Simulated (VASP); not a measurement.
Wanted: the native input for a VASP 6.6.1 run.

* Task: single point
* Functional: PBE
* Potentials or basis: VASP PAW PBE potentials, release 64 (Sn_d)
* Cutoff: 520 eV
* k mesh: 8 × 8 × 8
* Occupations: gaussian, width 1 eV
* Spin: no spin polarisation
* Dipole correction: no
* Further INCAR settings: ALGO = Normal; EDIFF = 1e-06; NBANDS = 21

The structure of Sn lies in POSCAR:

```
Sn
1.0
    0.0000000000      3.3289000152      3.3289000152
    3.3289000152      0.0000000000      3.3289000152
    3.3289000152      3.3289000152      0.0000000000
Sn
2
Direct
    0.5000000000      0.5000000000      0.5000000000
    0.7500000000      0.7500000000      0.7500000000
```

These files were run (other wordings do the same):

INCAR

```
SYSTEM = Sn
PREC     = Accurate       ! precision mode
ENCUT    = 520            ! plane-wave cutoff, eV
EDIFF    = 1E-6           ! SCF threshold, eV
ISMEAR   = 0              ! smearing method
SIGMA    = 1.0            ! smearing width, eV
LREAL    = .False.        ! projectors in reciprocal space
LASPH    = .True.         ! aspherical terms in the spheres
NELM     = 60             ! most SCF steps
ALGO     = Normal         ! electronic algorithm
ISIF     = 2              ! what is computed and relaxed
LWAVE    = .False.        ! write WAVECAR
LCHARG   = .False.        ! write CHGCAR
GGA      = PE             ! functional
NBANDS   = 21             ! bands
```

KPOINTS

```
Automatic mesh
0
Gamma
  8 8 8
  0 0 0
```

Potentials or basis: VASP PAW PBE potentials, release 64 (Sn_d).

Run with:

```console
$ cat potpaw_PBE.64/Sn_d/POTCAR > POTCAR
$ mpirun -np 1 vasp_std > vasp.out
```

Results of the run:

| Quantity | Value |
| --- | --- |
| Pressure | 0.6 GPa |
| Band gap on the k mesh | zero (band 14 reaches 4.93 eV, above the bottom of band 15 at 4.70 eV) |

Caveat: spin-orbit coupling is left out, which moves the levels of the heavy elements.

It took 67 s on 1 thread of AMD EPYC 7R13, with other jobs on the host, peak memory 0.18 GiB.
